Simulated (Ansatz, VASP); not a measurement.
Cr: VASP beside Ansatz

```
CELL_PARAMETERS angstrom
-1.40010 1.40010 1.40010
1.40010 -1.40010 1.40010
1.40010 1.40010 -1.40010
ATOMIC_POSITIONS crystal
Cr 0.00000 0.00000 0.00000
```

Change from the starting cell: volume scaled by 0.95, LAPW.

Alike in both runs: task single point; functional PBE; k mesh 21 × 21 × 21; occupations fermi-dirac, width 0.08 eV; no spin polarisation.

|  | VASP | Ansatz |
| --- | --- | --- |
| version | VASP 6.6.1 | Ansatz 0.2.0 |
| potentials or method | VASP PAW PBE potentials, release 64 (Cr_pv), cutoff 520 eV | all-electron LAPW, scalar-relativistic |

```tsv
	VASP	Ansatz	Ansatz less VASP
pressure (GPa)	14.2	14.6	+0.45
```

Ansatz ran all-electron here, and VASP with PAW potentials.
